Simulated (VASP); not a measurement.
Here is a VASP 6.6.1 calculation.

Contents of INCAR:

```
ALGO = Normal
EDIFF = 1E-8
ENCUT = 520
GGA = CA
ISIF = 2
ISMEAR = -1
LASPH = True
LCHARG = False
LEFG = True
LREAL = False
LWAVE = False
NBANDS = 14
NELM = 80
PREC = Accurate
SIGMA = 0.02
```

File KPOINTS:

```
k-points
0
Gamma
  10 10 10
```

Contents of POSCAR:

```
NaF
1.0
    0.0000000000      2.3155297078      2.3155297078
    2.3155297078      0.0000000000      2.3155297078
    2.3155297078      2.3155297078      0.0000000000
Na F
1 1
Direct
    0.0000000000      0.0000000000      0.0000000000
    0.5000000000      0.5000000000      0.5000000000
```

Potentials or basis: VASP PAW LDA potentials, release 64 (Na_pv, F).

The run is started by

```console
$ cat potpaw_LDA.64/Na_pv/POTCAR potpaw_LDA.64/F/POTCAR > POTCAR
$ mpirun -np 1 vasp_std > vasp.out
```

Estimate the band gap on the k mesh.

5.97 eV, direct.

Estimate the pressure.

-4.3 GPa.

Caveat: without QUAD_EFG the Cq values of the log hold for a quadrupole moment of 1 mb, not for the nuclei. A k mesh can miss the band edges.
